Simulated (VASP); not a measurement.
Runs of VASP 6.6.1 on Bi. The structure is that of space group P6_3/mmc (No. 194), or close to it. The cells are those of the table. This isn't the form of Bi at room conditions, which is rhombohedral.

```csv
task,cell,gap on the mesh (eV),pressure (GPa)
electric field gradients,"a = 4.446, b = 4.446, c = 11.588 Å, angles 90.0, 90.0, 120.0°, 2 atoms",none,-3.9
single point,"a = 4.509, b = 4.509, c = 11.750 Å, angles 90.0, 90.0, 120.0°, 2 atoms",none,-3.7
single point,"a = 4.446, b = 4.446, c = 11.588 Å, angles 90.0, 90.0, 120.0°, 2 atoms",none,-3.9
electric field gradients,"a = 4.539, b = 4.559, c = 11.829 Å, angles 90.2, 90.6, 120.4°, 2 atoms",none,(a)
single point,"a = 4.613, b = 4.613, c = 12.023 Å, angles 90.0, 90.0, 120.0°, 2 atoms",none,-3.3
single point,"a = 4.462, b = 4.462, c = 11.628 Å, angles 90.0, 90.0, 120.0°, 2 atoms",none,-3.9
single point,"a = 4.554, b = 4.554, c = 11.868 Å, angles 90.0, 90.0, 120.0°, 2 atoms",none,-3.5
single point,"a = 4.501, b = 4.501, c = 11.730 Å, angles 90.0, 90.0, 120.0°, 2 atoms",none,-3.7
```

Alike in all rows: level PBEsol; potentials or basis VASP PAW PBE potentials, release 64 (Bi_d); no spin polarisation; k mesh 9 × 9 × 3; cutoff (eV) 520; smearing fermi-dirac 0.03 eV.

**Question.** Fill in the values left out.

**Answer.** (a) -3.6.

Caveats: the PAW data sets were made with another functional, which shifts forces and pressure a little; spin-orbit coupling is left out, which moves the levels of the heavy elements; the cell stands under tension (at least some runs); the stress differs along the axes, from -6 to -1 GPa (at least some runs); the stress differs along the axes, from -6 to -0 GPa (at least some runs).

A k mesh can miss the band edges, and the runs leave out spin-orbit coupling on Bi.

A gap of «none» marks levels without a gap at the run's occupations.
